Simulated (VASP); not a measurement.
Here is a VASP 6.6.1 calculation.

File INCAR:

```
PREC = Accurate
ENCUT = 600
EDIFF = 1E-6
ISMEAR = 0
SIGMA = 0.01
LREAL = F
LASPH = T
NELM = 100
ALGO = Normal
ISIF = 3
LWAVE = F
LCHARG = F
GGA = PS
IBRION = 2
NSW = 100
EDIFFG = -0.002
PSTRESS = 20.0
```

The input KPOINTS:

```
regular mesh
0
Gamma
  6 6 6
```

Contents of POSCAR:

```
InP
1.0
    0.0000000000      2.9393013716      2.9393013716
    2.9393013716      0.0000000000      2.9393013716
    2.9393013716      2.9393013716      0.0000000000
In P
1 1
Direct
    0.0000000000      0.0000000000      0.0000000000
    0.7500000000      0.7500000000      0.7500000000
```

Potentials or basis: VASP PAW PBE potentials, release 64 (In_d, P).

Launch:

```console
$ cat potpaw_PBE.64/In_d/POTCAR potpaw_PBE.64/P/POTCAR > POTCAR
$ mpirun -np 1 vasp_std > vasp.out
```

(1) Predict the space group after relaxing (to 0.05 Å).

(2) What does it give for the relaxed volume?

(3) What does it give for the relaxed cell?

(4) What does it give for the band gap on the k mesh?

Results:

(1) F-43m (No. 216).

(2) 24.70 Å³/atom.

(3) a = 4.118 Å, b = 4.118 Å, c = 4.118 Å, α = 60.00°, β = 60.00°, γ = 60.00°.

(4) 0.71 eV, direct.

Caveat: the cell is relaxed towards a set pressure, so the enthalpy falls and the energy may rise; the PAW data sets were made with another functional, which shifts forces and pressure a little; spin-orbit coupling is left out, which moves the levels of the heavy elements.
